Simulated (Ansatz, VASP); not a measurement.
CaNb2O5 in VASP and in Ansatz

```
Ca Nb O
1.0
     6.64205    0.00000    0.00000
    -3.32103    5.75219    0.00000
     0.00000    0.00000    3.94206
Ca Nb O
1 2 5
Direct
  0.00000 0.00000 0.50000
  0.33333 0.66667 0.00000
  0.66667 0.33333 0.00000
  0.33333 0.66667 0.50000
  0.00000 0.50000 0.00000
  0.50000 0.50000 0.00000
  0.50000 0.00000 0.00000
  0.66667 0.33333 0.50000
```

Alike in both runs: functional PBE; k mesh 6 × 6 × 10; occupations gaussian, width 0.1 eV; no spin polarisation.

Ansatz relaxed the structure, and its values are those at the end. VASP's run is a single point on that final structure, the one shown.

```csv
,VASP,Ansatz
version,VASP 6.6.1,Ansatz 0.2.0
potentials or method,"VASP PAW PBE potentials, release 64 (Ca_sv, Nb_sv, O), cutoff 520 eV","scalar-relativistic, plane waves, PAW"
valence electrons in the cell,66,66
```

|  | VASP | Ansatz | Ansatz less VASP |
| --- | --- | --- | --- |
| gap on the k mesh at the Fermi level (eV) | none | none | - |
| pressure (GPa) | -0.2 | 0.0 | +0.24 |

A gap of «none» marks a metal or a gap that the smearing closes.
